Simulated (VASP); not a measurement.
Wanted: the native input for a VASP 6.6.1 run.

| Item | Value |
| --- | --- |
| Task | single point |
| Functional | LDA |
| Potentials or basis | VASP PAW LDA potentials, release 64 (Sn_d, Se) |
| Cutoff | 520 eV |
| k mesh | 6 × 6 × 2 |
| Occupations | gaussian, width 0.02 eV |
| Spin | no spin polarisation |
| Dipole correction | no |
| Further INCAR settings | ALGO = Normal; EDIFF = 1e-06; NBANDS = 28 |

The structure of SnSe lies in POSCAR:

```
SnSe
1.0
    4.2853300000     -0.0428533000     -0.0428533000
   -0.0428533000      4.2853300000     -0.0428533000
   -0.1099069000     -0.1099069000     10.9906900000
Sn Se
2 2
Direct
    0.5000000000      0.0000000000      0.3722300000
    0.0000000000      0.5000000000      0.6277700000
    0.5000000000      0.0000000000      0.6160400000
    0.0000000000      0.5000000000      0.3839600000
```

One way to write it, as run:

INCAR

```
PREC     = Accurate       # precision mode
ENCUT    = 520            # plane-wave cutoff, eV
EDIFF    = 1E-6           # SCF threshold, eV
ISMEAR   = 0              # smearing method
SIGMA    = 0.02           # smearing width, eV
LREAL    = F              # projectors in reciprocal space
LASPH    = T              # aspherical terms in the spheres
NELM     = 80             # most SCF steps
ALGO     = Normal         # electronic algorithm
ISIF     = 2              # what is computed and relaxed
LWAVE    = F              # write WAVECAR
LCHARG   = F              # write CHGCAR
GGA      = CA             # functional
NBANDS   = 28             # bands
```

KPOINTS

```
regular mesh
0
Gamma
  6 6 2
```

Potentials or basis: VASP PAW LDA potentials, release 64 (Sn_d, Se).

Launch:

```sh
$ cat potpaw_LDA.64/Sn_d/POTCAR potpaw_LDA.64/Se/POTCAR > POTCAR
$ mpirun -np 1 vasp_std > vasp.out
```

Results of the run:

- Largest force: 0.217 eV/Å
- Band gap on the k mesh: 1.44 eV

Caveat: there is no dipole correction, which matters where the two faces differ; spin-orbit coupling is left out, which moves the levels of the heavy elements.

Run time: 88 s on 1 thread of AMD EPYC 9R45 96-Core Processor (Zen 5), on a shared host, peak memory 0.27 GiB.
